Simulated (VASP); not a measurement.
Wanted: the native input for a VASP 6.6.1 run.

```
Task                   : single point
Functional             : PBE
Dispersion             : D3(BJ)
Potentials or basis    : VASP PAW PBE potentials, release 64 (Ta_pv, N)
Cutoff                 : 520 eV
k mesh                 : 6 × 6 × 4
Occupations            : gaussian, width 0.1 eV
Spin                   : no spin polarisation
Dipole correction      : no
Further INCAR settings : ALGO = Normal; EDIFF = 1e-07; NBANDS = 24
```

The structure of TaN lies in POSCAR:

```
TaN
1.0
    3.1217800116      0.0000000000      0.0000000000
   -1.5608900058      2.7035407951      0.0000000000
    0.0000000000      0.0000000000      6.0916138908
Ta N
2 2
Direct
    0.3333333333      0.6666666667      0.0310700767
    0.6666666667      0.3333333333      0.5310700767
    0.3333333333      0.6666666667      0.3539299233
    0.6666666667      0.3333333333      0.8539299233
```

The input as run:

INCAR

```
ALGO = Normal ; EDIFF = 1E-7
ENCUT = 520 ; GGA = PE
ISIF = 2 ; ISMEAR = 0
IVDW = 12 ; LASPH = T
LCHARG = F ; LREAL = F
LWAVE = F ; NBANDS = 24
NELM = 60 ; PREC = Accurate
SIGMA = 0.1
```

KPOINTS

```
k-points
0
Gamma
  6 6 4
```

Potentials or basis: VASP PAW PBE potentials, release 64 (Ta_pv, N).

The run is started by

```console
$ cat potpaw_PBE.64/Ta_pv/POTCAR potpaw_PBE.64/N/POTCAR > POTCAR
$ mpirun -np 1 vasp_std > vasp.out
```

Results of the run:

| Property | Result |
| --- | --- |
| Pressure | 0.7 GPa |
| Largest force | 0.021 eV/Å |
| Band gap on the k mesh | zero (band 16 reaches 6.79 eV, above the bottom of band 17 at 6.72 eV) |
| Dispersion energy per atom | -0.391 eV |

Caveat: the k points lie up to 0.39 Å⁻¹ apart; spin-orbit coupling is left out, which moves the levels of the heavy elements; pairwise dispersion overbinds metals, which lowers pressure and volume.

Wall time 30 s on 1 thread of AMD EPYC 7R43 64-Core Processor (Zen 3) (shared host), peak memory 0.16 GiB.
